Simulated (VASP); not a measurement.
Here is a VASP 6.6.1 calculation.

File INCAR:

```
SYSTEM = Sb
ALGO = Normal
DIPOL = 0.5 0.5 0.500
EDIFF = 1E-6
ENCUT = 520
GGA = PS
IDIPOL = 3
ISIF = 2
ISMEAR = -1
LASPH = .TRUE.
LCHARG = .TRUE.
LDIPOL = .TRUE.
LELF = .TRUE.
LREAL = .FALSE.
LVACPOTAV = .TRUE.
LVHAR = .TRUE.
LWAVE = .FALSE.
NBANDS = 20
NELM = 60
PREC = Accurate
SIGMA = 0.1
```

Contents of KPOINTS:

```
k-points
0
G
  11 11 1
  0 0 0
```

POSCAR

```
Sb
1.0
    3.3338465325      0.0000000000      0.0000000000
    0.0000000000      3.3338465325      0.0000000000
    0.0000000000      0.0000000000     25.4295000000
Sb
5
Direct
    0.0000000000      0.0000000000      0.3145944287
    0.5000000000      0.5000000000      0.4072972141
    0.0000000000      0.0000000000      0.5000000000
    0.5000000000      0.5000000000      0.5927027859
    0.0000000000      0.0000000000      0.6854055713
```

Potentials or basis: VASP PAW PBE potentials, release 64 (Sb).

Run with:

```console
$ cat potpaw_PBE.64/Sb/POTCAR > POTCAR
$ mpirun -np 1 vasp_std > vasp.out
```

Task: What does it give for the largest force?

Result: 0.327 eV/Å.

Forces in eV/Å, atoms in the order of the input:
```
Sb   0.000  0.000  0.327
Sb   0.000  0.000 -0.308
Sb   0.000  0.000  0.000
Sb   0.000  0.000  0.308
Sb   0.000  0.000 -0.327
```

Caveat: the PAW data sets were made with another functional, which shifts forces and pressure a little.
